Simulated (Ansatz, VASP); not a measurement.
Two plane-wave programs on Al2Cu

INCAR

```
PREC = Accurate
ENCUT = 520
EDIFF = 1E-6
ISMEAR = 0
SIGMA = 0.15
LREAL = F
LASPH = T
NELM = 80
ALGO = Fast
ISIF = 2
LWAVE = F
LCHARG = F
GGA = PE
NBANDS = 16
```

Contents of KPOINTS:

```
regular mesh
0
Gamma
  14 14 14
```

Contents of POSCAR:

```
Al2Cu
1.0
   -2.0922936102      2.0922936102      2.7950000000
    2.0922936102     -2.0922936102      2.7950000000
    2.0922936102      2.0922936102     -2.7950000000
Al Cu
2 1
Direct
    0.7500000000      0.2500000000      0.5000000000
    0.2500000000      0.7500000000      0.5000000000
    0.5000000000      0.5000000000      0.0000000000
```

Input for Ansatz:

```yaml
crystal:
  lattice:
    - [-2.0922936102, 2.0922936102, 2.795]
    - [2.0922936102, -2.0922936102, 2.795]
    - [2.0922936102, 2.0922936102, -2.795]
  atoms:
    - { symbol: Al, position: [0.75, 0.25, 0.5] }
    - { symbol: Al, position: [0.25, 0.75, 0.5] }
    - { symbol: Cu, position: [0.5, 0.5, 0.0] }
basis:
  ecutwfc: 520.0
kpoints:
  mp_grid: { grid: [14, 14, 14] }
hamiltonian:
  xc: pbe
  pseudopotentials: { kind: paw, azcp: { folder: soft_1 } }
scf:
  occupations: { method: gaussian, width: 0.15 }
output:
  forces: true
  stress: true
  eigenvalues: true
```

Alike in both runs: task single point; functional PBE; k mesh 14 × 14 × 14; occupations gaussian, width 0.15 eV; no spin polarisation.

```csv
,VASP,Ansatz
version,VASP 6.6.1,Ansatz 0.2.0
potentials or method,"VASP PAW PBE potentials, release 64 (Al, Cu), cutoff 520 eV","scalar-relativistic, plane waves, PAW"
valence electrons in the cell,17,25
```

```csv
,VASP,Ansatz,Ansatz less VASP
gap on the k mesh at the Fermi level (eV),none,none,-
pressure (GPa),-0.7,-0.9,-0.22
"traceless stress, the component that is largest in VASP (GPa)",3.63,3.70,+0.061
```

A gap of «none» marks a metal or a gap that the smearing closes. VASP's potentials hold 17 valence electrons a cell and Ansatz's 25, so a difference there can come from the potentials and not from the codes.
